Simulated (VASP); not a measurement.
The system is TaN.

```
CELL_PARAMETERS angstrom
0.00000 2.13753 2.13753
2.13753 0.00000 2.13753
2.13753 2.13753 0.00000
ATOMIC_POSITIONS crystal
Ta 0.49566 0.50434 0.50434
N 0.05612 0.94388 0.94388
```

Base run:

```yaml
Program: VASP 6.6.1
Functional: LDA
Potentials_or_basis: VASP PAW LDA potentials, release 64 (Ta_pv, N)
Cutoff: 520 eV
k_mesh: 18 × 18 × 18
Occupations: gaussian, width 0.15 eV
Spin: no spin polarisation
```

Its results: band gap on the k mesh zero (band 8 reaches 12.08 eV, above the bottom of band 9 at 8.74 eV); pressure 39.4 GPa; largest force 4.291 eV/Å.

Q: The run is repeated on the same cell with these changes: potentials or basis from VASP PAW LDA potentials, release 64 (Ta_pv, N) to VASP PAW LDA potentials, release 64 (Ta_sv_GW, N); cutoff from 520 eV to 600 eV; further incar settings from ALGO = Normal; EDIFF = 1e-06; NBANDS = 15 to ALGO = Normal; EDIFF = 1e-06; NBANDS = 16; valence electrons from 16 to 18. What comes out?

A: Band gap on the k mesh zero (band 9 reaches 16.52 eV, above the bottom of band 10 at 13.19 eV); pressure 38.4 GPa; largest force 4.288 eV/Å.

Caveats: spin-orbit coupling is left out, which moves the levels of the heavy elements; forces of over 1 eV/Å act on the atoms, so gaps and moduli don't describe the material at rest.
